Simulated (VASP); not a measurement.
# TaCrS3 (P4/mmm) in VASP: relaxation of cell and atoms with PBE

Aim: the relaxation of cell and atoms of TaCrS3 with PBE.

Program: VASP 6.6.1. These are calculated values, not measurements. Logs are shortened: lines on timing, memory, paths and dates and some standing lists are left out, and cuts for length are marked.

### 1 The cell of the first run

The structure is tetragonal, space group P4/mmm (No. 123). Conventional cell: a = 4.281 Å, b = 4.281 Å, c = 4.300 Å, α = 90.00°, β = 90.00°, γ = 90.00°. Ta (site symmetry 4/mmm) has 6 S at 2.14 to 2.15 Å within 2.8 Å. Cr (site symmetry 4/mmm) has 12 S at 3.03 Å and 8 Ta at 3.71 Å within 4.0 Å. Within 2.8 Å of S (site symmetry 4/mmm) lie 2 Ta at 2.15 Å. Within 2.8 Å of S (site symmetry mmm) lie 2 Ta at 2.14 Å.

### 2 Relaxation of cell and atoms, PBE, collinear spin, ferromagnetic start

INCAR

```
PREC = Accurate
ENCUT = 600
EDIFF = 1E-6
ISMEAR = 0
SIGMA = 0.1
LREAL = False
LASPH = True
NELM = 150
ALGO = Normal
ISIF = 3
LWAVE = False
LCHARG = False
ISPIN = 2
MAGMOM = 0 4.61 0 0 0
LORBIT = 11
LMAXMIX = 4
GGA = PE
IBRION = 2
NSW = 90
EDIFFG = -0.04
```

KPOINTS

```
Automatic mesh
0
Gamma
  4 4 4
```

POSCAR

```
TaCrS3
1.0
    4.2807475829      0.0000000000      0.0000000000
    0.0000000000      4.2807475829      0.0000000000
    0.0000000000      0.0000000000      4.3002259583
Ta Cr S
1 1 3
Direct
    0.5000000000      0.5000000000      0.5000000000
    0.0000000000      0.0000000000      0.0000000000
    0.5000000000      0.5000000000      0.0000000000
    0.5000000000      0.0000000000      0.5000000000
    0.0000000000      0.5000000000      0.5000000000
```

Potentials or basis: VASP PAW PBE potentials, release 64 (Ta_pv, Cr_pv, S).

Launch:

```sh
$ cat potpaw_PBE.64/Ta_pv/POTCAR potpaw_PBE.64/Cr_pv/POTCAR potpaw_PBE.64/S/POTCAR > POTCAR
$ mpirun -np 1 vasp_std > vasp.out
```

OUTCAR:

```text
PREC = Accurate
   ENCUT = 600
   EDIFF = 1E-6
   ISMEAR = 0
   LREAL = False
   LASPH = True
   NELM = 150
   ISIF = 3
   ISPIN = 2
   LORBIT = 11
   GGA = PE
   IBRION = 2
   NSW = 90
   EDIFFG = -0.04

 ion  position               nearest neighbor table
   1  0.500  0.500  0.500-   4 2.14   5 2.14   4 2.14   5 2.14   3 2.15   3 2.15
   2  0.000  0.000  0.000-
   3  0.500  0.500  0.000-   1 2.15   1 2.15
   4  0.500  0.000  0.500-   1 2.14   1 2.14
   5  0.000  0.500  0.500-   1 2.14   1 2.14

  LATTYP: Found a simple tetragonal cell.
 ALAT       =     4.2807475829
 C/A-ratio  =     1.0045502275

  Lattice vectors:

 A1 = (   4.2807475829,   0.0000000000,   0.0000000000)
 A2 = (   0.0000000000,   4.2807475829,   0.0000000000)
 A3 = (   0.0000000000,   0.0000000000,   4.3002259583)

Analysis of symmetry for initial positions (statically):
=====================================================================
 Subroutine PRICEL returns:
 Original cell was already a primitive cell.

 Routine SETGRP: Setting up the symmetry group for a
 simple tetragonal supercell.

 Subroutine GETGRP returns: Found 16 space group operations
 (whereof 16 operations were pure point group operations)
 out of a pool of 16 trial point group operations.

The static configuration has the point symmetry D_4h.

Analysis of symmetry for dynamics (positions and initial velocities):
=====================================================================
 Subroutine PRICEL returns:
 Original cell was already a primitive cell.

 Routine SETGRP: Setting up the symmetry group for a
 simple tetragonal supercell.

 Subroutine GETGRP returns: Found 16 space group operations
 (whereof 16 operations were pure point group operations)
 out of a pool of 16 trial point group operations.

The dynamic configuration has the point symmetry D_4h.

Analysis of structural, dynamic, and magnetic symmetry:
=====================================================================
 Subroutine PRICEL returns:
 Original cell was already a primitive cell.

 Routine SETGRP: Setting up the symmetry group for a
 simple tetragonal supercell.

 Subroutine GETGRP returns: Found 16 space group operations
 (whereof 16 operations were pure point group operations)
 out of a pool of 16 trial point group operations.

The overall configuration has the point symmetry D_4h.

 Subroutine INISYM returns: Found 16 space group operations
 (whereof 16 operations are pure point group operations),
 and found     1 'primitive' translations

----------------------------------------------------------------------------------------

                                     Primitive cell

  volume of cell :      78.8008

  direct lattice vectors                    reciprocal lattice vectors
[... 96 lines left out ...]
   PSTRESS=    0.0 pullay stress
   NELECT =      41.0000    total number of electrons
   NUPDOWN=      -1.0000    fix difference up-down
   EMIN   =  10.00;   EMAX   =-10.00  energy-range for DOS
   EFERMI =   0.00;   METHOD = LEGACY
   ISMEAR =     0;   SIGMA  =   0.10  broadening in eV -4-tet -1-fermi 0-gaus
   EFERMI_NEDOS =   21; number of points for ismear=-14 and -15
   IALGO  =     38    algorithm
   IMIX   =      4    mixing-type and parameters
     AMIX     =   0.40;   BMIX     =  1.00
     AMIX_MAG =   1.60;   BMIX_MAG =  1.00
  volume/ion in A,a.u.               =      15.76       106.35
  Fermi-wavevector in a.u.,A,eV,Ry     =   1.316718  2.488235 23.589033  1.733745
  Thomas-Fermi vector in A             =   2.446810
   LORBIT       =     11    0 simple, 1 ext, 2 COOP (PROOUT), +10 PAW based schemes
   GGA     = PE    functional components
   LHFCALC =     F    Hartree Fock is set to
   AEXX    =    0.0000 exact exchange contribution
   IVDW    =     0    specifies the selected vdW correction
   LEPSILON=     F    determine dielectric tensor
   LRPA    =     F    only Hartree local field effects (RPA)
 conjugate gradient relaxation of ions
 spin polarized calculation
 Gauss-broadening in eV      SIGMA  =   0.10
  energy-cutoff  :      600.00
  volume of cell :       78.80
 maximum number of plane-waves:      2661
 NGX is ok and might be reduce to    36
   NGX = 17   NGY = 17   NGZ = 17

--------------------------------------- Ionic step        1  -------------------------------------------

 number of electron      40.9999980 magnetization       4.6275338

 Free energy of the ion-electron system (eV)
  ---------------------------------------------------
  ext. energy  EPLUGINS =         0.00000000
  ---------------------------------------------------
  free energy    TOTEN  =       -29.80230721 eV

  energy without entropy =      -29.78277556  energy(sigma->0) =      -29.79254138

 E-fermi :   8.0310     XC(G=0): -11.3020

 val. band max:        8.0048108723   @ k =   0.2500   0.2500   0.2500
 cond. band min:       8.0357180206   @ k =   0.5000   0.5000   0.2500
 fundamental gap:      0.0309071483
 Fermi energy:         8.0310198924

 spin component 1

 k-point     1 :       0.0000    0.0000    0.0000
  band No.  band energies     occupation
      1     -35.7488      1.00000
      2     -35.7461      1.00000
      3     -35.7461      1.00000
      4     -27.0567      1.00000
      5     -27.0567      1.00000
      6     -27.0414      1.00000
[... 1195 lines left out ...]
--------------------------------------- Ionic step        5  -------------------------------------------

 number of electron      41.0000019 magnetization      -4.6249886

 Free energy of the ion-electron system (eV)
  ---------------------------------------------------
  ext. energy  EPLUGINS =         0.00000000
  ---------------------------------------------------
  free energy    TOTEN  =       -34.19262608 eV

  energy without entropy =      -34.17235049  energy(sigma->0) =      -34.18248829

 E-fermi :   4.3358     XC(G=0):  -9.7201

 val. band max:        4.3353259118   @ k =   0.5000   0.0000   0.0000
 cond. band min:       4.3790376896   @ k =   0.0000   0.0000   0.5000
 fundamental gap:      0.0437117778
 Fermi energy:         4.3358073533

 spin component 1

 k-point     1 :       0.0000    0.0000    0.0000
  band No.  band energies     occupation
      1     -34.8330      1.00000
      2     -34.8330      1.00000
      3     -34.8327      1.00000
      4     -31.1657      1.00000
      5     -31.1657      1.00000
      6     -31.1654      1.00000
[... 1068 lines left out ...]
  FREE ENERGIE OF THE ION-ELECTRON SYSTEM (eV)
  ---------------------------------------------------
  free  energy   TOTEN  =       -34.1926260805 eV

  energy  without entropy=      -34.1723504943  energy(sigma->0) =      -34.18248829

 reached required accuracy - stopping structural energy minimisation

 total charge

# of ion       s       p       d       tot
------------------------------------------
    1        0.309   6.231   2.247   8.787
    2        0.076   6.016   4.246  10.339
    3        1.337   2.423   0.000   3.760
    4        1.337   2.424   0.000   3.761
    5        1.337   2.424   0.000   3.761
--------------------------------------------------
tot          4.396  19.518   6.494  30.408

 magnetization (x)

# of ion       s       p       d       tot
------------------------------------------
    1       -0.003  -0.001  -0.086  -0.090
    2       -0.033  -0.011  -4.156  -4.200
    3       -0.001   0.046   0.000   0.044
    4       -0.001   0.045   0.000   0.044
    5       -0.001   0.045   0.000   0.044
--------------------------------------------------
tot         -0.039   0.123  -4.242  -4.158
```

CONTCAR:

```text
TaCrS3
   1.00000000000000
     4.7832548127235057    0.0000000000000000    0.0000000000000000
     0.0000000000000000    4.7832548127235057    0.0000000000000000
     0.0000000000000000    0.0000000000000000    4.7900489146153857
  Ta              Cr              S
     1     1     3
Direct
     0.5000000000000000    0.5000000000000000    0.5000000000000000
     0.0000000000000000    0.0000000000000000    0.0000000000000000
     0.5000000000000000    0.5000000000000000    0.0000000000000000
     0.5000000000000000    0.0000000000000000    0.5000000000000000
     0.0000000000000000    0.5000000000000000    0.5000000000000000

  0.00000000E+00  0.00000000E+00  0.00000000E+00
  0.00000000E+00  0.00000000E+00  0.00000000E+00
  0.00000000E+00  0.00000000E+00  0.00000000E+00
  0.00000000E+00  0.00000000E+00  0.00000000E+00
  0.00000000E+00  0.00000000E+00  0.00000000E+00
```

It took 6 min on 1 thread of Intel Xeon 6975P-C (Granite Rapids), shared host; peak memory 0.3 GiB.

What came out:

- Free energy: -34.1926 eV
- Relaxed volume: 21.92 Å³/atom
- Relaxed cell: a = 4.783 Å, b = 4.783 Å, c = 4.790 Å, α = 90.00°, β = 90.00°, γ = 90.00°
- Space group after relaxing (to 0.1 Å): Pm-3m (No. 221)
- Energy gained by relaxing: 878.1 meV/atom
- Ionic steps: 5
- Pressure after relaxing: 0.0 GPa
- Net moment: -4.62 μB per cell
- Site moments: Ta -0.09; Cr -4.20; S +0.04 μB
- Valence electrons inside the program's atomic spheres: Ta 8.79; Cr 10.34; S 3.76

Step by step:
| step | energy change (eV) | largest force (eV/Å) | pressure (GPa) | volume (Å³) |
| --- | --- | --- | --- | --- |
| 1 | 0.0000 | 0.0000 | 60.24 | 78.80 |
| 2 | -0.3719 | 0.0000 | -14.91 | 167.55 |
| 3 | -4.3691 | 0.0000 | -2.23 | 112.42 |
| 4 | -4.3868 | 0.0000 | -0.78 | 110.55 |
| 5 | -4.3903 | 0.0000 | -0.01 | 109.59 |

Final structure:
```
CELL_PARAMETERS angstrom
4.78325 0.00000 0.00000
0.00000 4.78325 0.00000
0.00000 0.00000 4.79005
ATOMIC_POSITIONS crystal
Ta 0.50000 0.50000 0.50000
Cr 0.00000 0.00000 0.00000
S 0.50000 0.50000 0.00000
S 0.50000 0.00000 0.50000
S 0.00000 0.50000 0.50000
```

Levels at points of the mesh, in eV from the Fermi level:
Spin up:
| k point | band 16 | band 17 | band 18 | band 19 | band 20 | band 21 |
| --- | --- | --- | --- | --- | --- | --- |
| (0.00, 0.00, 0.00) | -1.00 | -0.99 | -0.99 | -0.75 | -0.75 | -0.75 |
| (0.50, 0.00, 0.00) | -2.26 | -1.23 | -1.23 | -0.65 | 1.95 | 2.37 |
| (0.50, 0.50, 0.00) | -2.62 | -2.62 | -0.33 | 2.19 | 2.19 | 2.26 |
| (0.00, 0.00, 0.50) | -2.26 | -1.23 | -1.23 | -0.65 | 2.88 | 2.89 |
| (0.50, 0.00, 0.50) | -2.62 | -2.62 | -0.34 | 2.17 | 2.18 | 2.26 |
| (0.50, 0.50, 0.50) | -0.26 | -0.26 | -0.25 | 1.36 | 2.71 | 2.71 |
Spin down:
| k point | band 21 | band 22 | band 23 | band 24 | band 25 | band 26 |
| --- | --- | --- | --- | --- | --- | --- |
| (0.00, 0.00, 0.00) | -0.99 | -0.73 | -0.73 | -0.22 | -0.22 | -0.22 |
| (0.50, 0.00, 0.00) | -0.51 | 0.00 | 0.04 | 0.05 | 1.93 | 2.22 |
| (0.50, 0.50, 0.00) | -0.26 | -0.26 | 0.23 | 1.36 | 2.33 | 2.49 |
| (0.00, 0.00, 0.50) | -0.51 | 0.00 | 0.04 | 0.04 | 1.94 | 2.20 |
| (0.50, 0.00, 0.50) | -0.26 | -0.26 | 0.23 | 1.37 | 2.31 | 2.32 |
| (0.50, 0.50, 0.50) | -0.17 | -0.17 | -0.16 | -0.14 | 2.53 | 2.53 |

Caveat: the k points lie up to 0.33 Å⁻¹ apart in the final cell; the volume moved by over 15 % at a fixed basis, so the end points are rough; the highest band is partly filled, so the run has too few bands; spin-orbit coupling is left out, which moves the levels of the heavy elements; a cell with one magnetic atom can't hold antiferromagnetic order, which such compounds often take.
